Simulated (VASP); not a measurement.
Wanted: the native input for a VASP 6.6.1 run.

* Task: single point
* Functional: PBE
* Potentials or basis: VASP PAW PBE potentials, release 64 (W_sv, O, Hf_pv, Ga_d)
* Cutoff: 520 eV
* k mesh: 1 × 1 × 1
* Occupations: fermi-dirac, width 0.05 eV
* Spin: no spin polarisation
* Dipole correction: no
* Further INCAR settings: LREAL = Auto; ALGO = Normal; EDIFF = 1e-06; NBANDS = 122; ISYM = 0

The structure of Hf2Ga6WO16 lies in POSCAR:

```
Hf2Ga6WO16
1.0
    6.7546960000      0.0703500000      0.2133700000
    0.0703500000      6.6525360000     -0.1906710000
    0.2133700000     -0.1906710000      6.6892510000
W O Hf Ga
1 16 2 6
Direct
    0.5124684720      0.4917866121      0.6938092243
    0.0065939264      0.1789799967      0.5714804765
    0.6799175090      0.8917605882      0.2891295130
    0.4598307683      0.6513175735      0.9743626427
    0.9000286635      0.2065458819      0.1824552844
    0.5984446968      0.4745483126      0.3950486320
    0.2087897511      0.4802062628      0.3452743721
    0.1727144906      0.0125476008      0.8872446815
    0.2761766687      0.9031599779      0.2888656145
    0.2480946234      0.4265271188      0.7740687862
    0.0043861630      0.6163674798      0.0685023672
    0.7161262981      0.9526843517      0.9038628405
    0.4317382120      0.2099990080      0.0901119929
    0.9670694383      0.7770951247      0.5818169924
    0.5328193607      0.1775265981      0.5971748566
    0.4398266783      0.7507185104      0.6194425102
    0.7673114545      0.4565478335      0.7402083114
    0.9194932954      0.9021247363      0.1072823760
    0.1239713590      0.3571327207      0.0841536794
    0.4389931499      0.6758582419      0.2783666809
    1.0341848445      0.4863388607      0.5774327644
    0.7862080618      0.0241879962      0.6454324610
    0.5911063781      0.1920880823      0.3021498609
    0.1763290455      0.9520322433      0.5865418432
    0.4348711121      0.9429188418      0.9726320375
```

These files were run (other wordings do the same):

INCAR

```
SYSTEM = Hf2Ga6WO16
PREC = Accurate
ENCUT = 520
EDIFF = 1E-6
ISMEAR = -1
SIGMA = 0.05
LREAL = Auto
LASPH = .True.
NELM = 60
ALGO = Normal
ISIF = 2
LWAVE = .False.
LCHARG = .False.
GGA = PE
NBANDS = 122
ISYM = 0
```

KPOINTS

```
Automatic mesh
0
Gamma
  1 1 1
  0 0 0
```

Potentials or basis: VASP PAW PBE potentials, release 64 (W_sv, O, Hf_pv, Ga_d).

Run with:

```bash
$ cat potpaw_PBE.64/W_sv/POTCAR potpaw_PBE.64/O/POTCAR potpaw_PBE.64/Hf_pv/POTCAR potpaw_PBE.64/Ga_d/POTCAR > POTCAR
$ mpirun -np 1 vasp_gam > vasp.out
```

Results of the run:

The pressure is -2.8 GPa and the largest force is 1.924 eV/Å. The band gap on the k mesh is 2.18 eV.

Caveat: the k points lie up to 0.95 Å⁻¹ apart; spin-orbit coupling is left out, which moves the levels of the heavy elements.

Wall time 52 s on 1 thread of Intel(R) Xeon(R) 6975P-C (Granite Rapids) (shared host), peak memory 0.35 GiB.
